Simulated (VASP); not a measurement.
# Si16N (a cell with a defect) in VASP: notebook

Runs on Si16N (a cell with a defect). Level: PBE. Tasks: single point.

Program: VASP 6.6.1. These are calculated values, not measurements. Logs are shortened: lines on timing, memory, paths and dates and some standing lists are left out, and cuts for length are marked.

**1. The cell of the first run**

The cell holds a defect, 17 atoms: a = 7.679 Å, b = 7.679 Å, c = 7.679 Å, α = 60.00°, β = 60.00°, γ = 60.00°.

**2. Single point, PBE, collinear spin, ferromagnetic start**

INCAR

```
SYSTEM = Si16N
ALGO = Normal ; EDIFF = 1E-7
ENCUT = 520 ; GGA = PE
ISIF = 2 ; ISMEAR = -1
ISPIN = 2 ; LASPH = .True.
LCHARG = .True. ; LELF = .True.
LORBIT = 11 ; LREAL = Auto
LVHAR = .True. ; LWAVE = .False.
MAGMOM = 0 0 0 0 0 0 0 0 0 0 0 0 0 0 0 0 1 ; NBANDS = 52
NELM = 150 ; PREC = Accurate
SIGMA = 0.02
```

KPOINTS

```
k-points
0
Gamma
  2 2 2
  0 0 0
```

POSCAR

```
Si16N
1.0
    0.0000000000      5.4300000000      5.4300000000
    5.4300000000      0.0000000000      5.4300000000
    5.4300000000      5.4300000000      0.0000000000
Si N
16 1
Direct
   -0.0243370166      0.0147974217      0.0266942910
    0.1256813996      0.1636924494      0.0814640884
   -0.0251289134     -0.0495672192      0.4325138122
    0.0881767956      0.1181583794      0.6640331492
   -0.0099723757      0.5334162063     -0.0173572744
    0.1170441989      0.6394198895      0.1251841621
   -0.0028176796      0.4862062615      0.5010497238
    0.1515745856      0.5898434622      0.6110589319
    0.4741620626      0.0239594843      0.0433701657
    0.6081307551      0.1448342541      0.1568416206
    0.4788213628      0.0123204420      0.5317863720
    0.6327624309      0.1485082873      0.6706813996
    0.4863443831      0.5184806630      0.0266022099
    0.6152762431      0.6533793738      0.1285359116
    0.5122283610      0.5285267035      0.5002209945
    0.6226795580      0.6385727440      0.6536924494
    0.9159208103      0.0643922652      0.6124033149
```

Potentials or basis: VASP PAW PBE potentials, release 64 (Si, N).

The run is started by

```
> cat potpaw_PBE.64/Si/POTCAR potpaw_PBE.64/N/POTCAR > POTCAR
> mpirun -np 1 vasp_std > vasp.out
```

OUTCAR:

```text
SYSTEM = Si16N
   EDIFF = 1E-7
   ENCUT = 520
   GGA = PE
   ISIF = 2
   ISMEAR = -1
   ISPIN = 2
   LASPH = .True.
   LORBIT = 11
   LREAL = Auto
   NELM = 150
   PREC = Accurate

 ion  position               nearest neighbor table
   1  0.976  0.015  0.027-   2 2.26   4 2.28  10 2.31   6 2.36   3 2.90
   2  0.126  0.164  0.081-   9 2.25   1 2.26   5 2.32   3 2.38
   3  0.975  0.950  0.433-  17 1.75   2 2.38   8 2.39  12 2.56   1 2.90
   4  0.088  0.118  0.664-  17 1.82   1 2.28   7 2.32  11 2.46
   5  0.990  0.533  0.983-   2 2.32  14 2.35   6 2.36   8 2.37
   6  0.117  0.639  0.125-  13 2.32   5 2.36   1 2.36   7 2.36
   7  0.997  0.486  0.501-   8 2.32   4 2.32   6 2.36  16 2.38
   8  0.152  0.590  0.611-  15 2.31   7 2.32   5 2.37   3 2.39
   9  0.474  0.024  0.043-   2 2.25  10 2.31  14 2.34  12 2.35
  10  0.608  0.145  0.157-   1 2.31   9 2.31  13 2.34  11 2.35
  11  0.479  0.012  0.532-  16 2.35  10 2.35   4 2.46  12 2.69
  12  0.633  0.149  0.671-  17 1.80   9 2.35  15 2.40   3 2.56  11 2.69
  13  0.486  0.518  0.027-  14 2.30   6 2.32  16 2.34  10 2.34
  14  0.615  0.653  0.129-  13 2.30  15 2.34   9 2.34   5 2.35
  15  0.512  0.529  0.500-   8 2.31  14 2.34  16 2.35  12 2.40
  16  0.623  0.639  0.654-  13 2.34  11 2.35  15 2.35   7 2.38
  17  0.916  0.064  0.612-   3 1.75  12 1.80   4 1.82

  LATTYP: Found a face centered cubic cell.
 ALAT       =    10.8600000000

  Lattice vectors:

 A1 = (   0.0000000000,   5.4300000000,   5.4300000000)
 A2 = (   5.4300000000,   0.0000000000,   5.4300000000)
 A3 = (   5.4300000000,   5.4300000000,   0.0000000000)

Analysis of symmetry for initial positions (statically):
=====================================================================
 Subroutine PRICEL returns:
 Original cell was already a primitive cell.

 Routine SETGRP: Setting up the symmetry group for a
 face centered cubic supercell.

 Subroutine GETGRP returns: Found  1 space group operations
 (whereof  1 operations were pure point group operations)
 out of a pool of 48 trial point group operations.

The static configuration has the point symmetry C_1 .

Analysis of symmetry for dynamics (positions and initial velocities):
=====================================================================
 Subroutine PRICEL returns:
 Original cell was already a primitive cell.

 Routine SETGRP: Setting up the symmetry group for a
 face centered cubic supercell.

 Subroutine GETGRP returns: Found  1 space group operations
 (whereof  1 operations were pure point group operations)
 out of a pool of 48 trial point group operations.

The dynamic configuration has the point symmetry C_1 .

Analysis of structural, dynamic, and magnetic symmetry:
=====================================================================
 Subroutine PRICEL returns:
 Original cell was already a primitive cell.

 Routine SETGRP: Setting up the symmetry group for a
 face centered cubic supercell.

 Subroutine GETGRP returns: Found  1 space group operations
 (whereof  1 operations were pure point group operations)
 out of a pool of 48 trial point group operations.

The overall configuration has the point symmetry C_1 .

 Subroutine INISYM returns: Found  1 space group operations
 (whereof  1 operations are pure point group operations),
 and found     1 'primitive' translations

----------------------------------------------------------------------------------------

                                     Primitive cell

  volume of cell :     320.2060

  direct lattice vectors                    reciprocal lattice vectors
     0.000000000  5.430000000  5.430000000    -0.092081031  0.092081031  0.092081031
     5.430000000  0.000000000  5.430000000     0.092081031 -0.092081031  0.092081031
     5.430000000  5.430000000  0.000000000     0.092081031  0.092081031 -0.092081031

  length of vectors
     7.679179644  7.679179644  7.679179644     0.159489025  0.159489025  0.159489025

  position of ions in fractional coordinates (direct lattice)
     0.975662983  0.014797422  0.026694291
     0.125681400  0.163692449  0.081464088
     0.974871087  0.950432781  0.432513812
     0.088176796  0.118158379  0.664033149
     0.990027624  0.533416206  0.982642726
     0.117044199  0.639419889  0.125184162
[... 9 lines left out ...]
     0.622679558  0.638572744  0.653692449
[... 64 lines left out ...]
   NGX,Y,Z   is equivalent  to a cutoff of  12.99, 12.99, 12.99 a.u.
   NGXF,Y,Z  is equivalent  to a cutoff of  25.98, 25.98, 25.98 a.u.
 SYSTEM =  Si16N
   PREC   = accura    normal or accurate (medium, high low for compatibility)
   ISTART =      0    job   : 0-new  1-cont  2-samecut
   ICHARG =      2    charge: 1-file 2-atom 10-const
   ISPIN  =      2    spin polarized calculation?
   LNONCOLLINEAR =      F non collinear calculations
   LSORBIT =      F    spin-orbit coupling
   LASPH  =      T    aspherical Exc in radial PAW
   ENCUT  =  520.0 eV  38.22 Ry    6.18 a.u.  14.28 14.28 14.28*2*pi/ulx,y,z
   NELM   =    150;   NELMIN=  2; NELMDL= -5     # of ELM steps
   EDIFF  = 0.1E-06   stopping-criterion for ELM
   LREAL  =      T    real-space projection
   EDIFFG = 0.1E-05   stopping-criterion for IOM
   NSW    =      0    number of steps for IOM
   IBRION =     -1    ionic relax: 0-MD 1-quasi-New 2-CG
   NFREE  =      0    steps in history (QN), initial steepest desc. (CG)
   ISIF   =      2    stress and relaxation
   ISYM   =      2    0-nonsym 1-usesym 2-fastsym
   POTIM  = 0.5000    time-step for ionic-motion
   TEBEG  =    0.0;   TEEND  =   0.0 temperature during run
   PSTRESS=    0.0 pullay stress
   NELECT =      69.0000    total number of electrons
   NUPDOWN=      -1.0000    fix difference up-down
   EMIN   =  10.00;   EMAX   =-10.00  energy-range for DOS
   EFERMI =   0.00;   METHOD = LEGACY
   ISMEAR =    -1;   SIGMA  =   0.02  broadening in eV -4-tet -1-fermi 0-gaus
   EFERMI_NEDOS =   21; number of points for ismear=-14 and -15
   IALGO  =     38    algorithm
   IMIX   =      4    mixing-type and parameters
     AMIX     =   0.40;   BMIX     =  1.00
     AMIX_MAG =   1.60;   BMIX_MAG =  1.00
  volume/ion in A,a.u.               =      18.84       127.11
  Fermi-wavevector in a.u.,A,eV,Ry     =   0.981480  1.854728 13.106528  0.963303
  Thomas-Fermi vector in A             =   2.112490
   LORBIT       =     11    0 simple, 1 ext, 2 COOP (PROOUT), +10 PAW based schemes
   GGA     = PE    functional components
   LHFCALC =     F    Hartree Fock is set to
   AEXX    =    0.0000 exact exchange contribution
   IVDW    =     0    specifies the selected vdW correction
   LEPSILON=     F    determine dielectric tensor
   LRPA    =     F    only Hartree local field effects (RPA)
 spin polarized calculation
  energy-cutoff  :      520.00
  volume of cell :      320.21
 maximum number of plane-waves:      8646
 NGX is ok and might be reduce to    60
   NGX = 29   NGY = 29   NGZ = 29

 number of electron      69.0000000 magnetization       0.0043430

 number of electron      69.0000000 magnetization      -0.0010820

 Free energy of the ion-electron system (eV)
  ---------------------------------------------------
  ext. energy  EPLUGINS =         0.00000000
  ---------------------------------------------------
  free energy    TOTEN  =       -91.92257135 eV

  energy without entropy =      -91.91404873  energy(sigma->0) =      -91.91831004

 E-fermi :   6.1997     XC(G=0):  -9.5582

 val. band max:        6.1846249030   @ k =   0.0000   0.0000   0.0000
 cond. band min:       6.2035450249   @ k =   0.0000   0.0000   0.5000
 fundamental gap:      0.0189201220
 Fermi energy:         6.1997374828

 spin component 1

 k-point     1 :       0.0000    0.0000    0.0000
  band No.  band energies     occupation
      1     -10.1452      1.00000
      2      -5.8086      1.00000
      3      -3.9738      1.00000
      4      -3.8535      1.00000
      5      -3.6920      1.00000
      6      -3.1046      1.00000
[... 381 lines left out ...]
     45       9.9325      0.00000
     46      10.2090      0.00000
 Fermi energy:         6.1997374828

 spin component 2

 k-point     1 :       0.0000    0.0000    0.0000
  band No.  band energies     occupation
      1     -10.1453      1.00000
      2      -5.8086      1.00000
      3      -3.9739      1.00000
      4      -3.8535      1.00000
      5      -3.6920      1.00000
      6      -3.1047      1.00000
[... 381 lines left out ...]
     45       9.9323      0.00000
     46      10.2088      0.00000
 [bands above 46 left out]

------------------------ aborting loop because EDIFF is reached ----------------------------------------

  FORCE on cell =-STRESS in cart. coord.  units (eV):
  Direction    XX          YY          ZZ          XY          YZ          ZX
  --------------------------------------------------------------------------------------
  -------------------------------------------------------------------------------------
  Total       10.4583912      4.0033182      4.8974567      0.4794670     -0.9731926      0.8366168
  in kB       52.3294273     20.0309343     24.5048304      2.3990527     -4.8694496      4.1860817
  external PRESSURE =      32.2883973 kB  Pullay stress =       0.0000000 kB

 VOLUME and BASIS-vectors are now :
 -----------------------------------------------------------------------------
  energy-cutoff  :      520.00
  volume of cell :      320.21
      direct lattice vectors                 reciprocal lattice vectors
     0.000000000  5.430000000  5.430000000    -0.092081031  0.092081031  0.092081031
     5.430000000  0.000000000  5.430000000     0.092081031 -0.092081031  0.092081031
     5.430000000  5.430000000  0.000000000     0.092081031  0.092081031 -0.092081031

 POSITION                                       TOTAL-FORCE (eV/Angst)
 -----------------------------------------------------------------------------------
      0.22530      5.44280      5.37820        -0.577479     -0.051155     -0.292830
      1.33120      1.12480      1.57130         0.773838      0.256477     -0.287173
      7.50940      7.64210     10.45440         0.332870      0.382154      0.238979
      4.24730      4.08450      1.12040        -0.588558     -1.021830     -0.202856
      8.23220     10.71160      8.27230        -0.065767     -0.127403      0.278323
      4.15180      1.31530      4.10760         0.209091     -0.026323     -0.283131
[... 9 lines left out ...]
      7.01700      6.93070      6.84860        -0.341064     -0.399111      0.357804
      3.67500      8.29880      5.32310         0.121924      0.101074      0.111005
 -----------------------------------------------------------------------------------
    total drift:                               -0.014224     -0.003410      0.008438

  FREE ENERGIE OF THE ION-ELECTRON SYSTEM (eV)
  ---------------------------------------------------
  free  energy   TOTEN  =       -91.9225713471 eV

  energy  without entropy=      -91.9140487255  energy(sigma->0) =      -91.91831004

 total charge

# of ion       s       p       d       tot
------------------------------------------
    1        0.744   0.982   0.000   1.726
    2        0.755   0.985   0.000   1.740
    3        0.784   0.865   0.000   1.648
    4        0.753   0.903   0.000   1.656
    5        0.741   0.942   0.000   1.683
    6        0.741   0.946   0.000   1.686
[... 9 lines left out ...]
   16        0.743   0.946   0.000   1.689
   17        1.249   2.565   0.000   3.814
--------------------------------------------------
tot         13.250  17.564   0.000  30.814

 magnetization (x)

# of ion       s       p       d       tot
------------------------------------------
    1       -0.000  -0.000   0.000  -0.000
    2       -0.000  -0.000   0.000  -0.000
    3       -0.000  -0.000   0.000  -0.000
    4       -0.000  -0.000   0.000  -0.000
    5       -0.000  -0.000   0.000  -0.000
    6       -0.000  -0.000   0.000  -0.000
[... 9 lines left out ...]
   16        0.000   0.000   0.000   0.000
   17       -0.000  -0.000   0.000  -0.000
--------------------------------------------------
tot         -0.000  -0.000   0.000  -0.000
```

Wall time 31 min (1 thread of Oxide Virtual Turin-like, shared host); peak memory 0.68 GiB.

Results:

| Item | Value |
| --- | --- |
| Free energy | -91.9226 eV |
| Pressure | 3.2 GPa |
| Largest force | 1.197 eV/Å |
| Net moment | 0.00 μB per cell |
| Valence electrons inside the program's atomic spheres | Si 1.73, 1.74, 1.65, 1.66, 1.68, 1.69, 1.70, 1.72, 1.71, 1.63, 1.61 (each value once); N 3.81 |

Forces on the atoms (eV/Å):
```
Si  -0.577 -0.051 -0.293
Si   0.774  0.256 -0.287
Si   0.333  0.382  0.239
Si  -0.589 -1.022 -0.203
Si  -0.066 -0.127  0.278
Si   0.209 -0.026 -0.283
Si   0.325  0.117 -0.127
Si   0.436 -0.243  0.085
Si  -0.819 -0.062  0.467
Si   0.601  0.240 -0.275
Si   0.378  0.783  0.467
Si  -0.417 -0.608  0.092
Si  -0.447 -0.309 -0.170
Si   0.195  0.443  0.223
Si  -0.117  0.525 -0.682
Si  -0.341 -0.399  0.358
N    0.122  0.101  0.111
```

Levels at points of the mesh, in eV from the Fermi level:
Spin up:
| k point | band 32 | band 33 | band 34 | band 35 | band 36 | band 37 |
| --- | --- | --- | --- | --- | --- | --- |
| (0.00, 0.00, 0.00) | -0.83 | -0.47 | -0.31 | -0.24 | -0.02 | 0.44 |
| (0.50, 0.00, 0.00) | -1.02 | -0.89 | -0.41 | 0.30 | 0.98 | 1.11 |
| (0.00, 0.50, 0.00) | -1.05 | -0.95 | -0.59 | -0.16 | 0.96 | 1.02 |
| (0.00, 0.00, 0.50) | -1.21 | -0.99 | -0.61 | 0.00 | 0.82 | 1.01 |
| (0.50, 0.50, 0.50) | -0.98 | -0.83 | -0.24 | -0.04 | 0.91 | 1.06 |
| (0.50, 0.50, 0.00) | -1.52 | -1.38 | -0.77 | 0.64 | 1.06 | 1.34 |
| (0.00, 0.50, 0.50) | -1.62 | -1.47 | -0.31 | 0.23 | 0.83 | 1.21 |
| (0.50, 0.00, 0.50) | -1.49 | -1.05 | -0.97 | 0.40 | 1.08 | 1.35 |
Spin down:
```tsv
k point	band 31	band 32	band 33	band 34	band 35	band 36	band 37	band 38
(0.00, 0.00, 0.00)	-1.21	-0.83	-0.47	-0.31	-0.24	-0.02	0.44	0.55
(0.50, 0.00, 0.00)	-1.46	-1.02	-0.89	-0.41	0.30	0.98	1.11	1.17
(0.00, 0.50, 0.00)	-1.27	-1.05	-0.95	-0.59	-0.16	0.96	1.02	1.27
(0.00, 0.00, 0.50)	-1.41	-1.21	-0.99	-0.61	0.00	0.82	1.01	1.10
(0.50, 0.50, 0.50)	-1.37	-0.98	-0.83	-0.24	-0.04	0.91	1.06	1.18
(0.50, 0.50, 0.00)	-1.74	-1.52	-1.38	-0.77	0.64	1.06	1.34	2.04
(0.00, 0.50, 0.50)	-1.66	-1.62	-1.47	-0.31	0.23	0.83	1.21	1.63
(0.50, 0.00, 0.50)	-1.80	-1.49	-1.05	-0.97	0.40	1.08	1.35	1.97
```

Caveat: the k points lie up to 0.50 Å⁻¹ apart; the atoms stand as in a frame of molecular dynamics.

**3. Single point, PBE, collinear spin, ferromagnetic start**

INCAR

```
SYSTEM = Si16N
  PREC = Accurate
  ENCUT = 520
  EDIFF = 1E-6
  ISMEAR = -1
  SIGMA = 0.02
  LREAL = Auto
  LASPH = .True.
  NELM = 150
  ALGO = Normal
  ISIF = 2
  LWAVE = .False.
  LCHARG = .False.
  ISPIN = 2
  MAGMOM = 0 0 0 0 0 0 0 0 0 0 0 0 0 0 0 0 1
  LORBIT = 11
  GGA = PE
  NBANDS = 52
```

KPOINTS

```
Automatic mesh
0
Gamma
  2 2 2
  0 0 0
```

POSCAR

```
Si16N
1.0
    0.0000000000      5.4300000000      5.4300000000
    5.4300000000      0.0000000000      5.4300000000
    5.4300000000      5.4300000000      0.0000000000
Si N
16 1
Direct
   -0.0149539595      0.0008287293      0.0286556169
    0.1110405157      0.1634162063      0.1039686924
   -0.0303499079     -0.0474217311      0.4508287293
    0.0927900552      0.1348158379      0.6461786372
   -0.0078360958      0.5397145488     -0.0205248619
    0.1160497238      0.6414088398      0.1314456722
   -0.0103499079      0.4914732965      0.5111602210
    0.1360313076      0.6027716390      0.6208747698
    0.4787753223      0.0227163904      0.0286279926
    0.6071915285      0.1326243094      0.1649079190
    0.4970073665      0.0085543278      0.5232688766
    0.6447421731      0.1398987109      0.6563996317
    0.4854143646      0.5300736648      0.0077900552
    0.6279650092      0.6432688766      0.1296593002
    0.5119244936      0.4993830571      0.5139686924
    0.6033333333      0.6447145488      0.6432780847
    0.9195672192      0.0971178637      0.6040976059
```

Potentials or basis: VASP PAW PBE potentials, release 64 (Si, N).

The run is started by

```
> cat potpaw_PBE.64/Si/POTCAR potpaw_PBE.64/N/POTCAR > POTCAR
> mpirun -np 1 vasp_std > vasp.out
```

It took 20 min on 1 thread of Oxide Virtual Turin-like, shared host; peak memory 0.68 GiB.

Results (log left out):

```yaml
Free_energy: -91.6245 eV
Pressure: 4.5 GPa
Largest_force: 2.479 eV/Å
Net_moment: 0.00 μB per cell
Valence_electrons_inside_the_program's_atomic_spheres: Si 1.71, 1.68, 1.69, 1.70, 1.73, 1.66, 1.64, 1.72 (each value once); N 3.85
```

Forces on the atoms (eV/Å):
```
Si   0.266 -1.282  0.827
Si  -0.323  0.311  0.127
Si   0.231  0.282  1.002
Si   0.243  1.784  0.136
Si   0.325  0.864 -0.234
Si  -0.397  0.461 -0.761
Si   0.725 -0.706  0.387
Si  -0.652  0.047  0.554
Si  -0.302  0.354 -0.164
Si  -0.308 -1.066  1.289
Si   1.360  0.029 -0.347
Si   0.203  0.223 -0.587
Si  -0.213  1.289 -0.728
Si   0.703 -0.555 -0.606
Si   0.148 -1.409  0.259
Si  -0.858  0.659  0.627
N   -1.151 -1.285 -1.780
```

Stress tensor (GPa, compression positive):
```
 6.64 -0.01  0.97
-0.01  3.34 -1.32
 0.97 -1.32  3.51
```

Levels at points of the mesh, in eV from the Fermi level:
Spin up:
```tsv
k point	band 32	band 33	band 34	band 35	band 36	band 37
(0.00, 0.00, 0.00)	-0.79	-0.36	-0.33	-0.22	0.04	0.57
(0.50, 0.00, 0.00)	-1.10	-1.00	-0.64	0.33	0.75	1.05
(0.00, 0.50, 0.00)	-1.12	-0.92	-0.77	-0.21	0.86	1.13
(0.00, 0.00, 0.50)	-1.09	-0.87	-0.61	-0.07	0.86	1.13
(0.50, 0.50, 0.50)	-1.10	-0.63	-0.38	-0.04	0.72	1.06
(0.50, 0.50, 0.00)	-1.62	-1.45	-0.88	0.31	1.06	1.40
(0.00, 0.50, 0.50)	-1.55	-1.47	-0.47	0.25	0.83	1.13
(0.50, 0.00, 0.50)	-1.51	-1.41	-0.71	0.21	0.97	1.50
```
Spin down:
```csv
k point,band 30,band 31,band 32,band 33,band 34,band 35,band 36,band 37,band 38,band 39
"(0.00, 0.00, 0.00)",-1.26,-1.25,-0.79,-0.36,-0.33,-0.22,0.04,0.57,0.67,0.72
"(0.50, 0.00, 0.00)",-1.67,-1.46,-1.10,-1.00,-0.64,0.33,0.75,1.05,1.24,1.32
"(0.00, 0.50, 0.00)",-1.51,-1.23,-1.12,-0.92,-0.77,-0.21,0.86,1.13,1.25,1.30
"(0.00, 0.00, 0.50)",-1.59,-1.17,-1.09,-0.87,-0.61,-0.07,0.86,1.13,1.25,1.37
"(0.50, 0.50, 0.50)",-1.66,-1.36,-1.10,-0.63,-0.38,-0.04,0.72,1.06,1.34,1.45
"(0.50, 0.50, 0.00)",-1.81,-1.65,-1.62,-1.45,-0.88,0.31,1.06,1.40,1.99,2.08
"(0.00, 0.50, 0.50)",-1.77,-1.63,-1.55,-1.47,-0.47,0.25,0.83,1.13,1.58,2.15
"(0.50, 0.00, 0.50)",-1.81,-1.63,-1.51,-1.41,-0.71,0.21,0.97,1.50,1.93,2.01
```

Caveat: the k points lie up to 0.50 Å⁻¹ apart; the atoms stand as in a frame of molecular dynamics.
